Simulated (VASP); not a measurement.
Runs of VASP 6.6.1 on CoO. The structure is that of space group Fm-3m (No. 225), or close to it. The cells are those of the table. 

| spin | cell | gap on the mesh (eV) | pressure (GPa) |
| --- | --- | --- | --- |
| off | a = 2.996 Å, angles 60.3°, 2 atoms | none | -18.8 |
| collinear, ferromagnetic start | a = 2.996 Å, angles 60.3°, 2 atoms | none | 1.8 |
| off | a = 3.093 Å, angles 60.3°, 2 atoms | none | -28.1 |
| off | a = 3.035 Å, angles 60.3°, 2 atoms | none | (a) |
| off | a = 2.781 Å, angles 60.3°, 2 atoms | none | 31.5 |
| off | a = 2.955 Å, angles 60.3°, 2 atoms | none | -13.0 |
| off | a = 3.166 Å, angles 60.3°, 2 atoms | none | (b) |

Alike in all rows: task single point; level PBE+U; potentials or basis VASP PAW PBE potentials, release 64 (Co, O); Co d U = 3.32 eV; k mesh 12 × 12 × 12; cutoff (eV) 520; smearing gaussian 0.02 eV.

Fill in the values left out.

(a) -23.3; (b) -32.1.

Caveats: an odd number of electrons without spin polarisation forces a metal (at least some runs); a magnetic or distorted state may lie lower (at least some runs); U without spin polarisation on a metal has little footing (at least some runs); the cell stands under tension (at least some runs); a cell with one magnetic atom can't hold antiferromagnetic order, which such compounds often take (at least some runs); the cell stands under pressure (at least some runs).

A gap of «none» marks levels without a gap at the run's occupations.
